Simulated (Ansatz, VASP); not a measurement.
# CdSn2O3 in VASP and in Ansatz

```
CELL_PARAMETERS angstrom
5.00985 -3.90347 0.00000
5.00985 3.90347 0.00000
0.00000 0.00000 3.20053
ATOMIC_POSITIONS crystal
Cd 0.00000 0.00000 0.50000
Sn 0.00000 0.50000 0.00000
Sn 0.50000 0.00000 0.00000
O 0.14858 0.14858 0.00000
O 0.85142 0.85142 0.00000
O 0.50000 0.50000 0.50000
```

Alike in both runs: functional PBE; k mesh 4 × 4 × 4; occupations gaussian, width 0.1 eV; no spin polarisation.

Ansatz relaxed the structure, and its values are those at the end. VASP's run is a single point on that final structure, the one shown.

|  | VASP | Ansatz |
| --- | --- | --- |
| version | VASP 6.6.1 | Ansatz 0.2.0 |
| potentials or method | VASP PAW PBE potentials, release 64 (Cd, Sn_d, O), cutoff 520 eV | scalar-relativistic, plane waves, PAW |
| valence electrons in the cell | 58 | 66 |

```csv
,VASP,Ansatz,Ansatz less VASP
gap on the k mesh at the Fermi level (eV),none,none,-
pressure (GPa),0.4,0.0,-0.41
rms of the force components (eV/Å),0.044,0.007,-0.0374
```

A gap of «none» marks a metal or a gap that the smearing closes. VASP's potentials hold 58 valence electrons a cell and Ansatz's 66, so a difference there can come from the potentials and not from the codes.

The k mesh is coarse, so the values compare programs but aren't converged.
